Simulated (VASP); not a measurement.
# Ir in VASP: notebook

Runs on Ir. Level: PBEsol. Tasks: single point, relaxation of cell and atoms.

All numbers are computed with VASP 6.6.1; they aren't measurements. Logs are shortened: lines on timing, memory, paths and dates and some standing lists are left out, and cuts for length are marked.

### Step 1. The cell of the first run

The typed cell holds 1 atom: a = 2.540 Å, b = 2.540 Å, c = 2.540 Å, α = 90.01°, β = 90.01°, γ = 90.01°.

This isn't the form of Ir at room conditions, which is fcc.

### Step 2. Single point, PBEsol

The input, INCAR:

```
PREC = Accurate
ENCUT = 520
EDIFF = 1E-7
ISMEAR = 0
SIGMA = 0.1
LREAL = False
LASPH = True
NELM = 80
ALGO = Fast
ISIF = 2
LWAVE = False
LCHARG = False
GGA = PS
NBANDS = 10
```

The input, KPOINTS:

```
Automatic mesh
0
Gamma
  21 21 21
```

The input, POSCAR:

```
Ir
1.0
    1.7964449213      1.0371779589      1.4664262942
   -1.7964449213      1.0371779589      1.4664262942
    0.0000000000     -2.0743559178      1.4664262942
Ir
1
Direct
    0.5000000000      0.5000000000      0.5000000000
```

Potentials or basis: VASP PAW PBE potentials, release 64 (Ir).

The run is started by

```bash
$ cat potpaw_PBE.64/Ir/POTCAR > POTCAR
$ mpirun -np 1 vasp_std > vasp.out
```

OUTCAR:

```text
PREC = Accurate
   ENCUT = 520
   EDIFF = 1E-7
   ISMEAR = 0
   LREAL = False
   LASPH = True
   NELM = 80
   ISIF = 2
   GGA = PS

 ion  position               nearest neighbor table
   1  0.500  0.500  0.500-

  LATTYP: Found a trigonal (rhomboedric) cell.
 ALAT       =     2.5403461477
 COS(alpha) =    -0.0001658300

  Lattice vectors:

 A1 = (   1.7964449213,   1.0371779589,   1.4664262942)
 A2 = (  -1.7964449213,   1.0371779589,   1.4664262942)
 A3 = (   0.0000000000,  -2.0743559178,   1.4664262942)

Analysis of symmetry for initial positions (statically):
=====================================================================
 Subroutine PRICEL returns:
 Original cell was already a primitive cell.

 Routine SETGRP: Setting up the symmetry group for a
 trigonal (rhombohedral) supercell.

 Subroutine GETGRP returns: Found 12 space group operations
 (whereof 12 operations were pure point group operations)
 out of a pool of 12 trial point group operations.

The static configuration has the point symmetry D_3d.

Analysis of symmetry for dynamics (positions and initial velocities):
=====================================================================
 Subroutine PRICEL returns:
 Original cell was already a primitive cell.

 Routine SETGRP: Setting up the symmetry group for a
 trigonal (rhombohedral) supercell.

 Subroutine GETGRP returns: Found 12 space group operations
 (whereof 12 operations were pure point group operations)
 out of a pool of 12 trial point group operations.

The dynamic configuration has the point symmetry D_3d.

 Subroutine INISYM returns: Found 12 space group operations
 (whereof 12 operations are pure point group operations),
 and found     1 'primitive' translations

----------------------------------------------------------------------------------------

                                     Primitive cell

  volume of cell :      16.3938

  direct lattice vectors                    reciprocal lattice vectors
     1.796444921  1.037177959  1.466426294     0.278327487  0.160692449  0.227309981
    -1.796444921  1.037177959  1.466426294    -0.278327487  0.160692449  0.227309981
     0.000000000 -2.074355918  1.466426294     0.000000000 -0.321384899  0.227309981

  length of vectors
     2.540346148  2.540346148  2.540346148     0.393647153  0.393647153  0.393647153

  position of ions in fractional coordinates (direct lattice)
     0.500000000  0.500000000  0.500000000

  ion indices of the primitive-cell ions
   primitive index   ion index
                 1           1

----------------------------------------------------------------------------------------

 KPOINTS: Automatic mesh

Automatic generation of k-mesh.
 Grid dimensions read from file:
 generate k-points for:   21   21   21

 Generating k-lattice:

  Cartesian coordinates                     Fractional coordinates (reciprocal lattice)
     0.013253690  0.007652021  0.010824285     0.047619048  0.000000000  0.000000000
    -0.013253690  0.007652021  0.010824285     0.000000000  0.047619048  0.000000000
     0.000000000 -0.015304043  0.010824285     0.000000000  0.000000000  0.047619048

  Length of vectors
     0.018745103  0.018745103  0.018745103

  Shift w.r.t. Gamma in fractional coordinates (k-lattice)
     0.000000000  0.000000000  0.000000000

 Subroutine IBZKPT returns following result:
 ===========================================

 Found    891 irreducible k-points:

 Following reciprocal coordinates:
            Coordinates               Weight
  0.000000  0.000000  0.000000      1.000000
  0.047619 -0.000000 -0.000000      6.000000
  0.095238 -0.000000  0.000000      6.000000
  0.142857 -0.000000  0.000000      6.000000
  0.190476 -0.000000  0.000000      6.000000
  0.238095 -0.000000  0.000000      6.000000
[... 16 lines left out ...]
 -0.428571  0.047619  0.000000     12.000000
 -0.380952  0.047619  0.000000     12.000000
 [... further k-points ...]
   k-points           NKPTS =    891   k-points in BZ     NKDIM =    891   number of bands    NBANDS=     10
   number of dos      NEDOS =    301   number of ions     NIONS =      1
   total plane-waves  NPLWV =   8000
   dimension x,y,z NGX =    20 NGY =   20 NGZ =   20
   dimension x,y,z NGXF=    40 NGYF=   40 NGZF=   40
   ions per type =               1
   NGX,Y,Z   is equivalent  to a cutoff of  13.09, 13.09, 13.09 a.u.
   NGXF,Y,Z  is equivalent  to a cutoff of  26.18, 26.18, 26.18 a.u.
 SYSTEM =  unknown system
   PREC   = accura    normal or accurate (medium, high low for compatibility)
   ISTART =      0    job   : 0-new  1-cont  2-samecut
   ICHARG =      2    charge: 1-file 2-atom 10-const
   ISPIN  =      1    spin polarized calculation?
   LNONCOLLINEAR =      F non collinear calculations
   LSORBIT =      F    spin-orbit coupling
   LASPH  =      T    aspherical Exc in radial PAW
   ENCUT  =  520.0 eV  38.22 Ry    6.18 a.u.   4.72  4.72  4.72*2*pi/ulx,y,z
   NELM   =     80;   NELMIN=  2; NELMDL= -5     # of ELM steps
   EDIFF  = 0.1E-06   stopping-criterion for ELM
   LREAL  =      F    real-space projection
   EDIFFG = 0.1E-05   stopping-criterion for IOM
   NSW    =      0    number of steps for IOM
   IBRION =     -1    ionic relax: 0-MD 1-quasi-New 2-CG
   NFREE  =      0    steps in history (QN), initial steepest desc. (CG)
   ISIF   =      2    stress and relaxation
   ISYM   =      2    0-nonsym 1-usesym 2-fastsym
   POTIM  = 0.5000    time-step for ionic-motion
   TEBEG  =    0.0;   TEEND  =   0.0 temperature during run
   PSTRESS=    0.0 pullay stress
   NELECT =       9.0000    total number of electrons
   NUPDOWN=      -1.0000    fix difference up-down
   EMIN   =  10.00;   EMAX   =-10.00  energy-range for DOS
   EFERMI =   0.00;   METHOD = LEGACY
   ISMEAR =     0;   SIGMA  =   0.10  broadening in eV -4-tet -1-fermi 0-gaus
   EFERMI_NEDOS =   21; number of points for ismear=-14 and -15
   IALGO  =     68    algorithm
   IMIX   =      4    mixing-type and parameters
     AMIX     =   0.40;   BMIX     =  1.00
     AMIX_MAG =   1.60;   BMIX_MAG =  1.00
  volume/ion in A,a.u.               =      16.39       110.63
  Fermi-wavevector in a.u.,A,eV,Ry     =   1.340488  2.533154 24.448401  1.796907
  Thomas-Fermi vector in A             =   2.468796
   LORBIT       =      0    0 simple, 1 ext, 2 COOP (PROOUT), +10 PAW based schemes
   GGA     = PS    functional components
   LHFCALC =     F    Hartree Fock is set to
   AEXX    =    0.0000 exact exchange contribution
   IVDW    =     0    specifies the selected vdW correction
   LEPSILON=     F    determine dielectric tensor
   LRPA    =     F    only Hartree local field effects (RPA)
 non-spin polarized calculation
 RMM-DIIS sequential band-by-band and
 Gauss-broadening in eV      SIGMA  =   0.10
  energy-cutoff  :      520.00
  volume of cell :       16.39
 maximum number of plane-waves:       461
   NGX =  9   NGY =  9   NGZ =  9

 number of electron       9.0000001 magnetization

 Free energy of the ion-electron system (eV)
  ---------------------------------------------------
  ext. energy  EPLUGINS =         0.00000000
  ---------------------------------------------------
  free energy    TOTEN  =        -8.73249461 eV

  energy without entropy =       -8.72578817  energy(sigma->0) =       -8.72914139

 E-fermi :   7.7644     XC(G=0): -13.0907

 val. band max:        7.7599285850   @ k =   0.1905   0.1905   0.0952
 cond. band min:       7.7648171321   @ k =  -0.2381  -0.4762   0.0952
 fundamental gap:      0.0048885470
 Fermi energy:         7.7643949975

 k-point     1 :       0.0000    0.0000    0.0000
  band No.  band energies     occupation
      1      -1.7002      2.00000
      2       1.5196      2.00000
      3       1.5196      2.00000
      4       9.1547      0.00000
      5       9.1551      0.00000
      6       9.1551      0.00000
      7      23.5496      0.00000
      8      23.5496      0.00000
      9      23.5526      0.00000
     10      29.6037      0.00000

 k-point     2 :       0.0476   -0.0000   -0.0000
  band No.  band energies     occupation
      1      -1.6269      2.00000
      2       1.5351      2.00000
      3       1.5909      2.00000
      4       9.0706      0.00000
      5       9.0709      0.00000
      6       9.1613      0.00000
      7      23.0456      0.00000
      8      23.6892      0.00000
      9      23.6913      0.00000
     10      29.9698      0.00000

 k-point     3 :       0.0952   -0.0000    0.0000
  band No.  band energies     occupation
      1      -1.4156      2.00000
      2       1.5806      2.00000
      3       1.8072      2.00000
      4       8.8330      0.00000
      5       8.8333      0.00000
      6       9.1799      0.00000
      7      21.8794      0.00000
      8      24.0904      0.00000
      9      24.0927      0.00000
     10      30.5694      0.00000

 k-point     4 :       0.1429   -0.0000    0.0000
  band No.  band energies     occupation
      1      -1.0914      2.00000
      2       1.6528      2.00000
      3       2.1741      2.00000
      4       8.4811      0.00000
      5       8.4815      0.00000
      6       9.2090      0.00000
      7      20.4932      0.00000
      8      24.7076      0.00000
      9      24.7101      0.00000
     10      29.5359      0.00000

 k-point     5 :       0.1905   -0.0000    0.0000
  band No.  band energies     occupation
      1      -0.6908      2.00000
      2       1.7465      2.00000
      3       2.6948      2.00000
      4       8.0638      0.00002
      5       8.0642      0.00002
      6       9.2463      0.00000
      7      19.0938      0.00000
      8      25.4816      0.00000
      9      25.4846      0.00000
     10      28.3212      0.00000

 k-point     6 :       0.2381   -0.0000    0.0000
  band No.  band energies     occupation
      1      -0.2540      2.00000
      2       1.8542      2.00000
      3       3.3592      2.00000
      4       7.6282      1.94594
      5       7.6286      1.94525
      6       9.2887      0.00000
      7      17.7737      0.00000
      8      26.3530      0.00000
      9      26.3564      0.00000
     10      27.2092      0.00000
[... 183 lines left out ...]
 k-point    21 :       0.4762    0.0476    0.0000
  band No.  band energies     occupation
      1       1.4102      2.00000
      2       2.3360      2.00000
      3       5.6459      2.00000
      4       6.2677      2.00000
      5       7.2540      2.00000
      6       9.3734      0.00000
      7      13.9602      0.00000
      8      24.2433      0.00000
      9      28.0706      0.00000
     10      29.6350      0.00000

 k-point    22 :      -0.4762    0.0476    0.0000
  band No.  band energies     occupation
      1       1.4102      2.00000
      2       2.3360      2.00000
      3       5.6457      2.00000
      4       6.2677      2.00000
      5       7.2542      2.00000
      6       9.3735      0.00000
      7      13.9602      0.00000
      8      24.2434      0.00000
      9      28.0717      0.00000
     10      29.6344      0.00000

 k-point    23 :      -0.4286    0.0476    0.0000
  band No.  band energies     occupation
      1       1.2711      2.00000
      2       2.2989      2.00000
      3       5.6404      2.00000
      4       6.3704      2.00000
      5       7.0117      2.00000
      6       9.3599      0.00000
      7      14.2617      0.00000
      8      24.4508      0.00000
      9      28.2027      0.00000
     10      29.6455      0.00000

 k-point    24 :      -0.3810    0.0476    0.0000
  band No.  band energies     occupation
      1       1.0126      2.00000
      2       2.2293      2.00000
      3       5.4499      2.00000
      4       6.5713      2.00000
      5       6.7792      2.00000
      6       9.3340      0.00000
      7      14.8418      0.00000
      8      24.8551      0.00000
      9      28.0059      0.00000
     10      29.1740      0.00000

 [... further k-points ...]

------------------------ aborting loop because EDIFF is reached ----------------------------------------

  FORCE on cell =-STRESS in cart. coord.  units (eV):
  Direction    XX          YY          ZZ          XY          YZ          ZX
  --------------------------------------------------------------------------------------
  -------------------------------------------------------------------------------------
  Total        0.0513624      0.0513624      0.0530017      0.0000000     -0.0000000      0.0000000
  in kB        5.0196912      5.0196912      5.1798998      0.0000000     -0.0000000      0.0000000
  external PRESSURE =       5.0730941 kB  Pullay stress =       0.0000000 kB

 VOLUME and BASIS-vectors are now :
 -----------------------------------------------------------------------------
  energy-cutoff  :      520.00
  volume of cell :       16.39
      direct lattice vectors                 reciprocal lattice vectors
     1.796444921  1.037177959  1.466426294     0.278327487  0.160692449  0.227309981
    -1.796444921  1.037177959  1.466426294    -0.278327487  0.160692449  0.227309981
     0.000000000 -2.074355918  1.466426294     0.000000000 -0.321384899  0.227309981

 POSITION                                       TOTAL-FORCE (eV/Angst)
 -----------------------------------------------------------------------------------
      0.00000      0.00000      2.19964        -0.000000      0.000000      0.000000
 -----------------------------------------------------------------------------------
    total drift:                               -0.000000      0.000000      0.000000

  FREE ENERGIE OF THE ION-ELECTRON SYSTEM (eV)
  ---------------------------------------------------
  free  energy   TOTEN  =        -8.7324946055 eV

  energy  without entropy=       -8.7257881689  energy(sigma->0) =       -8.72914139
```

Run time: 3 min. Hardware: 1 thread of Intel Xeon 8259CL, shared host; peak memory 0.26 GiB.

Results:

```yaml
Free_energy: -8.7325 eV
Pressure: 0.5 GPa
Band_gap_on_the_k_mesh: zero (an odd number of electrons rules out a gap without spin polarisation)
```

Caveat: the PAW data sets were made with another functional, which shifts forces and pressure a little; spin-orbit coupling is left out, which moves the levels of the heavy elements.

### Step 3. Relaxation of cell and atoms, PBEsol

This run uses another cell than the first one, of 16.36 Å³/atom.

The input, INCAR:

```
  PREC = Accurate
  ENCUT = 600
  EDIFF = 1E-7
  ISMEAR = 0
  SIGMA = 0.1
  LREAL = False
  LASPH = True
  NELM = 80
  ALGO = Fast
  ISIF = 3
  LWAVE = False
  LCHARG = False
  GGA = PS
  IBRION = 2
  NSW = 100
  EDIFFG = -0.01
```

KPOINTS is that of step 2.

The input, POSCAR:

```
Ir
1.0
    1.8407789641      1.0627742305      1.3938270861
   -1.8407789641      1.0627742305      1.3938270861
    0.0000000000     -2.1255484609      1.3938270861
Ir
1
Direct
    0.5000000000      0.5000000000      0.5000000000
```

Potentials or basis: VASP PAW PBE potentials, release 64 (Ir).

The run is started by

```bash
$ cat potpaw_PBE.64/Ir/POTCAR > POTCAR
$ mpirun -np 1 vasp_std > vasp.out
```

OUTCAR:

```text
PREC = Accurate
   ENCUT = 600
   EDIFF = 1E-7
   ISMEAR = 0
   LREAL = False
   LASPH = True
   NELM = 80
   ISIF = 3
   GGA = PS
   IBRION = 2
   NSW = 100
   EDIFFG = -0.01

 ion  position               nearest neighbor table
   1  0.500  0.500  0.500-

  LATTYP: Found a trigonal (rhomboedric) cell.
 ALAT       =     2.5417927149
 COS(alpha) =    -0.0489457310

  Lattice vectors:

 A1 = (   1.8407789641,   1.0627742305,   1.3938270861)
 A2 = (  -1.8407789641,   1.0627742305,   1.3938270861)
 A3 = (   0.0000000000,  -2.1255484609,   1.3938270861)

Analysis of symmetry for initial positions (statically):
=====================================================================
 Subroutine PRICEL returns:
 Original cell was already a primitive cell.

 Routine SETGRP: Setting up the symmetry group for a
 trigonal (rhombohedral) supercell.

 Subroutine GETGRP returns: Found 12 space group operations
 (whereof 12 operations were pure point group operations)
 out of a pool of 12 trial point group operations.

The static configuration has the point symmetry D_3d.

Analysis of symmetry for dynamics (positions and initial velocities):
[... 167 lines left out ...]
  Total       -0.1136374     -0.1136374      0.4496861      0.0000000      0.0000000     -0.0000000
  in kB      -11.1283014    -11.1283014     44.0369482      0.0000000      0.0000000     -0.0000000
  external PRESSURE =       7.2601151 kB  Pullay stress =       0.0000000 kB
[... 162 lines left out ...]
--------------------------------------- Ionic step        6  -------------------------------------------

 number of electron       9.0000001 magnetization

 Free energy of the ion-electron system (eV)
  ---------------------------------------------------
  ext. energy  EPLUGINS =         0.00000000
  ---------------------------------------------------
  free energy    TOTEN  =        -8.73252700 eV

  energy without entropy =       -8.72579742  energy(sigma->0) =       -8.72916221

 E-fermi :   7.7330     XC(G=0): -13.0788

 val. band max:        7.7286778408   @ k =  -0.1905  -0.1905   0.0952
 cond. band min:       7.7334146982   @ k =  -0.4762   0.2381   0.0952
 fundamental gap:      0.0047368574
 Fermi energy:         7.7329600004

 k-point     1 :       0.0000    0.0000    0.0000
  band No.  band energies     occupation
      1      -1.7121      2.00000
      2       1.5069      2.00000
      3       1.5069      2.00000
      4       9.1181      0.00000
      5       9.1181      0.00000
      6       9.1184      0.00000
      7      23.5058      0.00000
      8      23.5058      0.00000
[... 243 lines left out ...]
 k-point    24 :      -0.3810    0.0476   -0.0000
  band No.  band energies     occupation
      1       0.9967      2.00000
      2       2.2142      2.00000
      3       5.4274      2.00000
      4       6.5441      2.00000
      5       6.7511      2.00000
      6       9.2964      0.00000
      7      14.7964      0.00000
      8      24.8196      0.00000

 [... further k-points ...]

------------------------ aborting loop because EDIFF is reached ----------------------------------------

  FORCE on cell =-STRESS in cart. coord.  units (eV):
  Direction    XX          YY          ZZ          XY          YZ          ZX
  --------------------------------------------------------------------------------------
  -------------------------------------------------------------------------------------
  Total       -0.0030038     -0.0030038     -0.0047252      0.0000000     -0.0000000      0.0000000
  in kB       -0.2929475     -0.2929475     -0.4608189      0.0000000     -0.0000000      0.0000000
  external PRESSURE =      -0.3489046 kB  Pullay stress =       0.0000000 kB
[... 16 lines left out ...]
  FREE ENERGIE OF THE ION-ELECTRON SYSTEM (eV)
  ---------------------------------------------------
  free  energy   TOTEN  =        -8.7325270013 eV

  energy  without entropy=       -8.7257974165  energy(sigma->0) =       -8.72916221

 reached required accuracy - stopping structural energy minimisation
```

CONTCAR:

```text
Ir
   1.00000000000000
     1.7974664205871882    1.0377677218428043    1.4678649002818946
    -1.7974664205871882    1.0377677218428043    1.4678649002818946
     0.0000000000000000   -2.0755354435827353    1.4678649002778785
  Ir
     1
Direct
     0.5000000000000000    0.5000000000000000    0.5000000000000000

  0.00000000E+00  0.00000000E+00  0.00000000E+00
```

Run time: 9.1 min. Hardware: 1 thread of Intel Xeon 8259CL, shared host; peak memory 0.3 GiB.

Results:

* Free energy: -8.7325 eV
* Relaxed volume: 16.43 Å³/atom
* Relaxed cell: a = 2.542 Å, b = 2.542 Å, c = 2.542 Å, α = 89.99°, β = 89.99°, γ = 89.99°
* Space group after relaxing (to 0.1 Å): Pm-3m (No. 221)
* Energy gained by relaxing: 13.9 meV/atom
* Ionic steps: 6
* Pressure after relaxing: 0.0 GPa
* Band gap on the k mesh: zero (an odd number of electrons rules out a gap without spin polarisation)

The path:
```csv
step,energy change (eV),largest force (eV/Å),pressure (GPa),volume (Å³)
1,0.0000,0.0000,0.73,16.36
2,-0.0077,0.0000,-1.94,16.53
3,-0.0092,0.0000,-3.81,16.66
4,-0.0122,0.0000,-2.31,16.57
5,-0.0139,0.0000,-0.31,16.45
6,-0.0139,0.0000,-0.03,16.43
```

Final structure:
```xyz
1
Lattice="1.7975 1.0378 1.4679 -1.7975 1.0378 1.4679 0.0000 -2.0755 1.4679" Properties=species:S:1:pos:R:3 pbc="T T T"
Ir    0.0000    0.0000    2.2018
```

Levels at points of the mesh, in eV from the Fermi level:
| k point | band 3 | band 4 | band 5 | band 6 | band 7 | band 8 |
| --- | --- | --- | --- | --- | --- | --- |
| (0.00, 0.00, 0.00) | -6.23 | 1.39 | 1.39 | 1.39 | 15.77 | 15.77 |

Caveat: the PAW data sets were made with another functional, which shifts forces and pressure a little; spin-orbit coupling is left out, which moves the levels of the heavy elements.
